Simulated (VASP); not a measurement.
GaAs (zincblende type): single point with r2SCAN

Crystal: GaAs (zincblende type).

```
Ga As
1.0
     0.00000    2.44148    2.44148
     2.44148    0.00000    2.44148
     2.44148    2.44148    0.00000
Ga As
1 1
Direct
  0.00000 0.00000 0.00000
  0.25000 0.25000 0.25000
```

| Quantity | Value |
| --- | --- |
| Program | VASP 6.6.1 |
| Task | single point |
| Functional | r2SCAN |
| Potentials or basis | VASP PAW PBE potentials, release 64 (Ga_d, As) |
| Cutoff | 520 eV |
| k mesh | 11 × 11 × 11 |
| Occupations | fermi-dirac, width 0.08 eV |
| Spin | no spin polarisation |

| Quantity | Value |
| --- | --- |
| Pressure | 87.5 GPa |
| Band gap on the k mesh | 0.56 eV (least direct gap 3.80 eV) |

Levels at points of the mesh, in eV from the valence-band top:
| k point | band 7 | band 8 | band 9 | band 10 | band 11 | band 12 |
| --- | --- | --- | --- | --- | --- | --- |
| (0.00, 0.00, 0.00) | 0.00 | 0.00 | 0.00 | 3.80 | 3.80 | 3.80 |

Run time: 3.2 min on 1 thread of Intel Xeon 8259CL, on a shared host, peak memory 0.18 GiB.

Caveat: the cell stands under pressure; semilocal functionals underestimate gaps, and a narrow one can read as zero; the PAW data sets were made with another functional, which shifts forces and pressure a little; an odd mesh through Γ misses points on the zone boundary, where band edges can lie.
